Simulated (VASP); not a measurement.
The system is Ca3Co.

```
CELL_PARAMETERS angstrom
4.52299 0.00000 0.00000
0.00000 4.52299 0.00000
0.00000 0.00000 4.52299
ATOMIC_POSITIONS crystal
Ca 0.00000 0.50000 0.50000
Ca 0.50000 0.00000 0.50000
Ca 0.50000 0.50000 0.00000
Co 0.00000 0.00000 0.00000
```

* Program: VASP 6.6.1
* Task: relaxation of cell and atoms
* Functional: PBE
* Potentials or basis: VASP PAW PBE potentials, release 64 (Ca_sv, Co)
* Cutoff: 600 eV
* k mesh: 4 × 4 × 4
* Occupations: gaussian, width 0.1 eV
* Spin: collinear spin, ferromagnetic start
* Starting moments: [0.0, 0.0, 0.0, 1.02] μB

At the start: pressure 7.1 GPa; volume 23.13 Å³/atom.

Where does the relaxation end?

Over 4 steps the energy falls by 89.3 meV/atom and the volume is 27.85 Å³/atom (+20.4 %); space group Pm-3m (No. 221, to 0.1 Å) before and after; moment 0.01 μB per cell.

The path:
```csv
step,energy change (eV),largest force (eV/Å),pressure (GPa),volume (Å³)
1,0.0000,0.0000,7.09,92.53
2,-0.3392,0.0000,1.26,106.92
3,-0.3510,0.0000,-0.89,114.84
4,-0.3572,0.0000,0.04,111.39
```

Final structure:
```
Ca Co
1.0
     4.81155    0.00000    0.00000
     0.00000    4.81155    0.00000
     0.00000    0.00000    4.81155
Ca Co
3 1
Direct
  0.00000 0.50000 0.50000
  0.50000 0.00000 0.50000
  0.50000 0.50000 0.00000
  0.00000 0.00000 0.00000
```

Caveat: the volume moved by over 15 % at a fixed basis, so the end points are rough.
